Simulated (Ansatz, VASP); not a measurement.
Re: VASP beside Ansatz

```
CELL_PARAMETERS angstrom
2.76639 0.00000 0.00000
-1.38319 2.39576 0.00000
0.00000 0.00000 8.93885
ATOMIC_POSITIONS crystal
Re 0.66667 0.33333 0.75000
Re 0.00000 0.00000 0.50000
Re 0.33333 0.66667 0.25000
Re 0.00000 0.00000 0.00000
```

Alike in both runs: task relaxation of cell and atoms; functional LDA; k mesh 11 × 11 × 3; occupations fermi-dirac, width 0.05 eV; no spin polarisation.

```csv
,VASP,Ansatz
version,VASP 6.6.1,Ansatz 0.2.0
potentials or method,"VASP PAW LDA potentials, release 64 (Re)",Ansatz PAW
plane-wave cutoff (eV),600,420
valence electrons in the cell,28,60
```

|  | VASP | Ansatz | Ansatz less VASP |
| --- | --- | --- | --- |
| gap on the k mesh at the Fermi level, each at its own relaxed structure (eV) | none | none | - |
| relaxed volume (Å³/atom) | 14.38 | 14.32 | -0.058 |
| relaxed cell length with the largest relative difference (Å) | 2.740 | 2.736 | -0.0038 |

LDA's correlation is that of Perdew and Zunger in VASP and of Perdew and Wang (1992) in Ansatz. A gap of «none» marks a metal or a gap that the smearing closes. VASP's potentials hold 28 valence electrons a cell and Ansatz's 60, so a difference there can come from the potentials and not from the codes.

Spin-orbit coupling is off throughout. Noted on VASP's run: too few bands were computed for a metal, which touches its energy and stress. Noted on Ansatz's run: the plane-wave basis is chosen anew once the cell has moved, so the energies of steps on either side of that aren't comparable.
